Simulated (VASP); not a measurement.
SrCl2:

```
Sr Cl
1.0
     4.51435    0.00000    0.00000
    -2.25717    3.90954    0.00000
     0.00000    0.00000    5.59607
Sr Cl
1 2
Direct
  0.00000 0.00000 0.00000
  0.33333 0.66667 0.23940
  0.66667 0.33333 0.76060
```

This cell differs from its parent crystal: biaxial xy strain +2.4%.

Base run:

- Program: VASP 6.6.1
- Functional: PBE
- Potentials or basis: VASP PAW PBE potentials, release 64 (Sr_sv, Cl)
- Cutoff: 520 eV
- k mesh: 6 × 6 × 6
- Occupations: fermi-dirac, width 0.02 eV
- Spin: no spin polarisation

Its results: band gap on the k mesh 4.99 eV, direct; pressure 0.2 GPa; largest force 0.026 eV/Å.

Task: The run is repeated on the same cell with these changes: functional from PBE to r2SCAN; occupations from fermi-dirac, width 0.02 eV to gaussian, width 0.01 eV. What comes out?

Result: Band gap on the k mesh 5.61 eV, direct; pressure -0.4 GPa; largest force 0.012 eV/Å.

Caveats: the PAW data sets were made with another functional, which shifts forces and pressure a little (some runs).

A k mesh can miss the band edges.
